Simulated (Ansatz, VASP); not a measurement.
One calculation of BN, two programs

```
CELL_PARAMETERS angstrom
0.00000 1.84092 1.78930
1.84092 0.00000 1.78930
1.84092 1.84092 0.00000
ATOMIC_POSITIONS crystal
B 0.00000 0.00000 0.00000
N 0.25000 0.25000 0.25000
```

Change from the starting cell: epitaxial_xy strain +2.0%.

Alike in both runs: task single point; functional r2SCAN; k mesh 12 × 12 × 12; no spin polarisation.

|  | VASP | Ansatz |
| --- | --- | --- |
| version | VASP 6.6.1 | Ansatz 0.2.0 |
| potentials or method | VASP PAW PBE potentials, release 64 (B, N) | plane waves, PAW |
| plane-wave cutoff (eV) | 520 | 500 |
| occupations | gaussian, width 0.01 eV | fixed |
| valence electrons in the cell | 8 | 8 |

|  | VASP | Ansatz | Ansatz less VASP |
| --- | --- | --- | --- |
| gap on the k mesh at the Fermi level (eV) | 4.45 | 4.47 | +0.020 |
| pressure (GPa) | -10.4 | -11.4 | -1.00 |
| traceless stress, the component that is largest in VASP (GPa) | 11.41 | 11.44 | +0.033 |

VASP's potentials were made for PBE, not for r2SCAN.
